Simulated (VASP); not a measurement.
A run of VASP 6.6.1:

Contents of INCAR:

```
ALGO = Normal
EDIFF = 1E-6
ENCUT = 700
GGA = PS
GGA_COMPAT = False
ISIF = 2
ISMEAR = 0
LASPH = True
LCHARG = False
LREAL = False
LWAVE = False
NBANDS = 20
NELM = 120
PREC = Accurate
SIGMA = 0.1
```

The input KPOINTS:

```
k-points
0
Gamma
  16 16 16
```

POSCAR

```
CdO
1.0
    0.0000000000      2.3453408955      2.3453408955
    2.3453408955      0.0000000000      2.3453408955
    2.3453408955      2.3453408955      0.0000000000
Cd O
1 1
Direct
    0.0000000000      0.0000000000      0.0000000000
    0.5000000000      0.5000000000      0.5000000000
```

Potentials or basis: VASP PAW PBE potentials, release 64 (Cd_sv_GW, O).

Run with:

```bash
$ cat potpaw_PBE.64/Cd_sv_GW/POTCAR potpaw_PBE.64/O/POTCAR > POTCAR
$ mpirun -np 1 vasp_std > vasp.out
```

Hardware: 1 thread of Intel(R) Xeon(R) Platinum 8259CL CPU @ 2.50GHz (Skylake/Cascade Lake), on a shared host.

Question: Estimate the wall time of this run.

Answer: It took 2.1 min on 1 thread of Intel(R) Xeon(R) Platinum 8259CL CPU @ 2.50GHz (Skylake/Cascade Lake), on a shared host, peak memory 0.28 GiB. Counts: scf iterations 12, k points 145.
